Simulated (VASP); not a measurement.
# ZrB2 (P6/mmm) in VASP: a series of runs

ZrB2 is run at these levels: PBE; tasks: single point, relaxation of the atoms.

Everything below comes from runs of VASP 6.6.1. Logs are shortened: lines on timing, memory, paths and dates and some standing lists are left out, and cuts for length are marked.

## Step 1: The cell of the first run

It takes space group P6/mmm (No. 191, hexagonal). Conventional cell: a = 3.170 Å, b = 3.170 Å, c = 3.533 Å, α = 90.00°, β = 90.00°, γ = 120.00°. Zr (site symmetry 6/mmm) has 12 B at 2.54 Å and 6 Zr at 3.17 Å within 3.4 Å. B (site symmetry -6m2) has 3 B at 1.83 Å within 2.4 Å.

## Step 2: Single point, PBE

INCAR

```
ALGO = Normal
EDIFF = 1E-6
ENCUT = 520
GGA = PE
ISIF = 2
ISMEAR = -1
LASPH = T
LCHARG = F
LREAL = F
LWAVE = F
NBANDS = 16
NELM = 100
PREC = Accurate
SIGMA = 0.05
```

KPOINTS

```
k-points
0
Gamma
  17 17 13
```

POSCAR

```
ZrB2
1.0
    3.1700000000      0.0000000000      0.0000000000
   -1.5850000000      2.7453005300      0.0000000000
    0.0000000000      0.0000000000      3.5330000000
Zr B
1 2
Direct
    0.0000000000      0.0000000000      0.0000000000
    0.3333333333      0.6666666667      0.5000000000
    0.6666666667      0.3333333333      0.5000000000
```

Potentials or basis: VASP PAW PBE potentials, release 64 (Zr_sv, B).

The run is started by

```sh
$ cat potpaw_PBE.64/Zr_sv/POTCAR potpaw_PBE.64/B/POTCAR > POTCAR
$ mpirun -np 1 vasp_std > vasp.out
```

OUTCAR:

```text
EDIFF = 1E-6
   ENCUT = 520
   GGA = PE
   ISIF = 2
   ISMEAR = -1
   LASPH = T
   LREAL = F
   NELM = 100
   PREC = Accurate

 ion  position               nearest neighbor table
   1  0.000  0.000  0.000-   2 2.54   3 2.54   2 2.54   3 2.54   3 2.54   3 2.54   2 2.54   2 2.54
                             3 2.54   3 2.54   2 2.54   2 2.54
   2  0.333  0.667  0.500-   3 1.83   3 1.83   3 1.83   1 2.54   1 2.54   1 2.54   1 2.54   1 2.54
                             1 2.54
   3  0.667  0.333  0.500-   2 1.83   2 1.83   2 1.83   1 2.54   1 2.54   1 2.54   1 2.54   1 2.54
                             1 2.54

  LATTYP: Found a hexagonal cell.
 ALAT       =     3.1700000000
 C/A-ratio  =     1.1145110410

  Lattice vectors:

 A1 = (   3.1700000000,   0.0000000000,   0.0000000000)
 A2 = (  -1.5850000000,   2.7453005300,   0.0000000000)
 A3 = (   0.0000000000,   0.0000000000,   3.5330000000)

Analysis of symmetry for initial positions (statically):
=====================================================================
 Subroutine PRICEL returns:
 Original cell was already a primitive cell.

 Routine SETGRP: Setting up the symmetry group for a
 hexagonal supercell.

 Subroutine GETGRP returns: Found 24 space group operations
 (whereof 24 operations were pure point group operations)
 out of a pool of 24 trial point group operations.

The static configuration has the point symmetry D_6h.

Analysis of symmetry for dynamics (positions and initial velocities):
=====================================================================
 Subroutine PRICEL returns:
 Original cell was already a primitive cell.

 Routine SETGRP: Setting up the symmetry group for a
 hexagonal supercell.

 Subroutine GETGRP returns: Found 24 space group operations
 (whereof 24 operations were pure point group operations)
 out of a pool of 24 trial point group operations.

The dynamic configuration has the point symmetry D_6h.

 Subroutine INISYM returns: Found 24 space group operations
 (whereof 24 operations are pure point group operations),
 and found     1 'primitive' translations

----------------------------------------------------------------------------------------

                                     Primitive cell

  volume of cell :      30.7463

  direct lattice vectors                    reciprocal lattice vectors
     3.170000000  0.000000000  0.000000000     0.315457413  0.182129422  0.000000000
[... 83 lines left out ...]
   LNONCOLLINEAR =      F non collinear calculations
   LSORBIT =      F    spin-orbit coupling
   LASPH  =      T    aspherical Exc in radial PAW
   ENCUT  =  520.0 eV  38.22 Ry    6.18 a.u.   5.89  5.89  6.57*2*pi/ulx,y,z
   NELM   =    100;   NELMIN=  2; NELMDL= -5     # of ELM steps
   EDIFF  = 0.1E-05   stopping-criterion for ELM
   LREAL  =      F    real-space projection
   EDIFFG = 0.1E-04   stopping-criterion for IOM
   NSW    =      0    number of steps for IOM
   IBRION =     -1    ionic relax: 0-MD 1-quasi-New 2-CG
   NFREE  =      0    steps in history (QN), initial steepest desc. (CG)
   ISIF   =      2    stress and relaxation
   ISYM   =      2    0-nonsym 1-usesym 2-fastsym
   POTIM  = 0.5000    time-step for ionic-motion
   TEBEG  =    0.0;   TEEND  =   0.0 temperature during run
   PSTRESS=    0.0 pullay stress
   NELECT =      18.0000    total number of electrons
   NUPDOWN=      -1.0000    fix difference up-down
   EMIN   =  10.00;   EMAX   =-10.00  energy-range for DOS
   EFERMI =   0.00;   METHOD = LEGACY
   ISMEAR =    -1;   SIGMA  =   0.05  broadening in eV -4-tet -1-fermi 0-gaus
   EFERMI_NEDOS =   21; number of points for ismear=-14 and -15
   IALGO  =     38    algorithm
   IMIX   =      4    mixing-type and parameters
     AMIX     =   0.40;   BMIX     =  1.00
     AMIX_MAG =   1.60;   BMIX_MAG =  1.00
  volume/ion in A,a.u.               =      10.25        69.16
  Fermi-wavevector in a.u.,A,eV,Ry     =   1.369519  2.588016 25.518847  1.875582
  Thomas-Fermi vector in A             =   2.495387
   LORBIT       =      0    0 simple, 1 ext, 2 COOP (PROOUT), +10 PAW based schemes
   GGA     = PE    functional components
   LHFCALC =     F    Hartree Fock is set to
   AEXX    =    0.0000 exact exchange contribution
   IVDW    =     0    specifies the selected vdW correction
   LEPSILON=     F    determine dielectric tensor
   LRPA    =     F    only Hartree local field effects (RPA)
 non-spin polarized calculation
  energy-cutoff  :      520.00
  volume of cell :       30.75
 maximum number of plane-waves:       844
 NGX is ok and might be reduce to    24
   NGX = 11   NGY = 11   NGZ = 13

 number of electron      18.0000000 magnetization

 Free energy of the ion-electron system (eV)
  ---------------------------------------------------
  ext. energy  EPLUGINS =         0.00000000
  ---------------------------------------------------
  free energy    TOTEN  =       -24.97996449 eV

  energy without entropy =      -24.97826126  energy(sigma->0) =      -24.97911287

 E-fermi :  10.6033     XC(G=0): -12.4433

 val. band max:       10.5982749551   @ k =   0.0588   0.0588   0.4615
 cond. band min:      10.6158945631   @ k =   0.2353   0.1765   0.0769
 fundamental gap:      0.0176196080
 Fermi energy:        10.6032680561

 k-point     1 :       0.0000    0.0000    0.0000
  band No.  band energies     occupation
      1     -38.1041      2.00000
      2     -16.2924      2.00000
      3     -15.7371      2.00000
      4     -15.7371      2.00000
      5      -2.2051      2.00000
      6       7.8952      2.00000
[... 433 lines left out ...]
      3     -16.1752      2.00000
      4     -15.9429      2.00000
      5      -0.5078      2.00000
      6       4.9285      2.00000
[... 8 lines left out ...]
     15      17.7451      0.00000
     16      19.1435      0.00000

 [... further k-points ...]
[... 5 lines left out ...]
  --------------------------------------------------------------------------------------
  -------------------------------------------------------------------------------------
  Total        0.1310865      0.1310865      0.2547874      0.0000000     -0.0000000      0.0000000
  in kB        6.8308670      6.8308670     13.2768696      0.0000000     -0.0000000      0.0000000
  external PRESSURE =       8.9795345 kB  Pullay stress =       0.0000000 kB

 VOLUME and BASIS-vectors are now :
 -----------------------------------------------------------------------------
  energy-cutoff  :      520.00
  volume of cell :       30.75
      direct lattice vectors                 reciprocal lattice vectors
     3.170000000  0.000000000  0.000000000     0.315457413  0.182129422  0.000000000
    -1.585000000  2.745300530  0.000000000     0.000000000  0.364258845  0.000000000
     0.000000000  0.000000000  3.533000000     0.000000000  0.000000000  0.283045570

 POSITION                                       TOTAL-FORCE (eV/Angst)
 -----------------------------------------------------------------------------------
      0.00000      0.00000      0.00000         0.000000      0.000000      0.000000
     -0.00000      1.83020      1.76650         0.000000     -0.000000      0.000000
      1.58500      0.91510      1.76650        -0.000000      0.000000      0.000000
 -----------------------------------------------------------------------------------
    total drift:                               -0.000000      0.000000     -0.000000

  FREE ENERGIE OF THE ION-ELECTRON SYSTEM (eV)
  ---------------------------------------------------
  free  energy   TOTEN  =       -24.9799644880 eV

  energy  without entropy=      -24.9782612563  energy(sigma->0) =      -24.97911287
```

stdout:

```text
POSCAR found type information on POSCAR ZrB
 POSCAR found :  2 types and       3 ions
 scaLAPACK will be used
 LDA part: xc-table for (Slater+PW92), standard interpolation
 POSCAR, INCAR and KPOINTS ok, starting setup
 FFT: planning ... GRIDC
 FFT: planning ... GRID_SOFT
 FFT: planning ... GRID
 WAVECAR not read
 entering main loop
```

It took 49 s on 1 thread of Intel Xeon 6975P-C, shared host; peak memory 0.23 GiB.

What came out:

- Free energy: -24.9800 eV
- Pressure: 0.9 GPa
- Band gap on the k mesh: zero (band 9 reaches 11.18 eV, above the bottom of band 10 at 9.96 eV)

## Step 3: Relaxation of the atoms, PBE

INCAR

```
PREC = Accurate
ENCUT = 520
EDIFF = 1E-6
ISMEAR = -1
SIGMA = 0.05
LREAL = False
LASPH = True
NELM = 60
ALGO = Normal
ISIF = 2
LWAVE = False
LCHARG = False
GGA = PE
IBRION = 2
NSW = 80
EDIFFG = -0.02
```

KPOINTS

```
Automatic mesh
0
Gamma
  17 17 13
```

POSCAR is that of step 2.

Potentials or basis: VASP PAW PBE potentials, release 64 (Zr_sv, B).

The run is started by

```sh
$ cat potpaw_PBE.64/Zr_sv/POTCAR potpaw_PBE.64/B/POTCAR > POTCAR
$ mpirun -np 1 vasp_std > vasp.out
```

Run time: 23 s. Hardware: 1 thread of Intel Xeon 6975P-C (Granite Rapids), shared host; peak memory 0.22 GiB.

Results (log left out):

```yaml
Free_energy: -24.9800 eV
Pressure_after_relaxing: 0.9 GPa
Band_gap_on_the_k_mesh: zero (band 9 reaches 11.18 eV, above the bottom of band 10 at 9.96 eV)
```

Stress tensor (GPa, compression positive):
```
0.70 0.00 0.00
0.00 0.70 0.00
0.00 0.00 1.34
```

Final structure:
```yaml
crystal:
  lattice:
    - [3.17000, 0.00000, 0.00000]
    - [-1.58500, 2.74530, 0.00000]
    - [0.00000, 0.00000, 3.53300]
  atoms:
    - { symbol: Zr, position: [0.00000, 0.00000, 0.00000] }
    - { symbol: B, position: [0.33333, 0.66667, 0.50000] }
    - { symbol: B, position: [0.66667, 0.33333, 0.50000] }
```

Levels at points of the mesh, in eV from the Fermi level:
| k point | band 5 | band 6 | band 7 | band 8 | band 9 | band 10 | band 11 | band 12 | band 13 |
| --- | --- | --- | --- | --- | --- | --- | --- | --- | --- |
| (0.00, 0.00, 0.00) | -12.81 | -2.71 | -2.71 | -2.66 | -2.43 | 3.32 | 3.32 | 4.10 | 4.10 |

Caveat: the relaxation stopped at its first step, so nothing moved.
